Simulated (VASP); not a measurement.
H4C, 30 atoms in the cell. The cell holds an amorphous packing of atoms, 30 atoms: a = 7.230 Å, b = 7.230 Å, c = 7.230 Å, α = 90.00°, β = 90.00°, γ = 90.00°. 

| Quantity | Value |
| --- | --- |
| Program | VASP 6.6.1 |
| Task | single point |
| Functional | PBE |
| Dispersion | D3(BJ) |
| Potentials or basis | VASP PAW PBE potentials, release 64 (C, H) |
| Cutoff | 520 eV |
| k mesh | 1 × 1 × 1 |
| Occupations | fermi-dirac, width 0.02 eV |
| Spin | no spin polarisation |
| Dipole correction | no |
| Further INCAR settings | ALGO = Normal; EDIFF = 1e-06; NBANDS = 45 |

Potentials or basis: VASP PAW PBE potentials, release 64 (C, H).

Command:

```bash
$ cat potpaw_PBE.64/C/POTCAR potpaw_PBE.64/H/POTCAR > POTCAR
$ mpirun -np 1 vasp_gam > vasp.out
```

Hardware: 1 thread of Intel(R) Xeon(R) 6975P-C (Granite Rapids), with other jobs on the host.

Problem. Estimate the wall time of this run.

Solution. It took 23 s on 1 thread of Intel(R) Xeon(R) 6975P-C (Granite Rapids), on a shared host, peak memory 0.34 GiB. Counts: scf iterations 17, k points 1.
